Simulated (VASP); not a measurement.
Ag, 3 atoms in the cell. Symmetry: Fm-3m, No. 225, cubic system. Conventional cell: a = 4.147 Å, b = 4.147 Å, c = 4.147 Å, α = 90.00°, β = 90.00°, γ = 90.00°. Within 3.9 Å of Ag (site symmetry m-3m) lie 12 Ag at 2.93 Å. 

- Program: VASP 6.6.1
- Task: single point
- Functional: PBE
- Dispersion: D3(BJ)
- Potentials or basis: VASP PAW PBE potentials, release 64 (Ag)
- Cutoff: 520 eV
- k mesh: 14 × 14 × 5
- Occupations: fermi-dirac, width 0.05 eV
- Spin: no spin polarisation
- Dipole correction: no
- Further INCAR settings: ALGO = Normal; EDIFF = 1e-07; NBANDS = 24

Potentials or basis: VASP PAW PBE potentials, release 64 (Ag).

Launch:

```bash
$ cat potpaw_PBE.64/Ag/POTCAR > POTCAR
$ mpirun -np 1 vasp_std > vasp.out
```

Hardware: 1 thread of Intel(R) Xeon(R) Platinum 8488C (Sapphire Rapids) (shared host).

Problem. Estimate the wall time of this run.

Solution. Wall time 49 s on 1 thread of Intel(R) Xeon(R) Platinum 8488C (Sapphire Rapids), with other jobs on the host, peak memory 0.26 GiB. Counts: scf iterations 13, k points 104.
